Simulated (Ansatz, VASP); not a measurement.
## AlN: VASP beside Ansatz

```
Al N
1.0
     0.00000    2.23341    2.23341
     2.23341    0.00000    2.23341
     2.23341    2.23341    0.00000
Al N
1 1
Direct
  0.00000 0.00000 0.00000
  0.50000 0.50000 0.50000
```

Alike in both runs: task single point; functional PBE; k mesh 10 × 10 × 10; occupations gaussian, width 0.02 eV; no spin polarisation.

|  | VASP | Ansatz |
| --- | --- | --- |
| version | VASP 6.6.1 | Ansatz 0.2.0 |
| potentials or method | VASP PAW PBE potentials, release 64 (Al, N), cutoff 600 eV | scalar-relativistic, plane waves, PAW |
| valence electrons in the cell | 8 | 8 |

```csv
,VASP,Ansatz,Ansatz less VASP
gap on the k mesh at the Fermi level (eV),1.99,1.99,-0.001
least direct gap on the mesh (eV),1.99,1.99,-0.001
pressure (GPa),-39.8,-39.5,+0.26
```

Both programs put the cell under strong tension, so it lies far from rest at this level. The functional is the same, so the differences come from potentials, cutoffs and numerics.

Noted on VASP's run: the cell as given lies far from equilibrium.
